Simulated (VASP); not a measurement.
A run of VASP 6.6.1 is set up as follows.

The input INCAR:

```
PREC = Accurate ; ENCUT = 520
EDIFF = 1E-6 ; ISMEAR = 0
SIGMA = 0.1 ; LREAL = False
LASPH = True ; NELM = 100
ALGO = Normal ; ISIF = 2
LWAVE = False ; LCHARG = False
GGA = PS ; NBANDS = 18
```

Contents of KPOINTS:

```
regular mesh
0
Gamma
  15 15 8
```

File POSCAR:

```
Au
1.0
    2.8389824438      0.0000000000      0.0000000000
   -1.4194912219      2.4586309173      0.0000000000
    0.0000000000      0.0000000000      4.8505248000
Au
2
Direct
    0.3333333333      0.6666666667      0.6987704918
    0.6666666667      0.3333333333      0.3012295082
```

Potentials or basis: VASP PAW PBE potentials, release 64 (Au).

Run with:

```sh
$ cat potpaw_PBE.64/Au/POTCAR > POTCAR
$ mpirun -np 1 vasp_std > vasp.out
```

(1) Predict the band gap on the k mesh.

(2) Estimate the pressure.

(3) Predict the largest force.

Answers

(1) zero (band 11 reaches 13.71 eV, above the bottom of band 12 at 7.57 eV).

(2) 27.2 GPa.

(3) 5.649 eV/Å.

Caveat: the cell differs from its parent crystal (strained and its atoms moved); the PAW data sets were made with another functional, which shifts forces and pressure a little; spin-orbit coupling is left out, which moves the levels of the heavy elements.
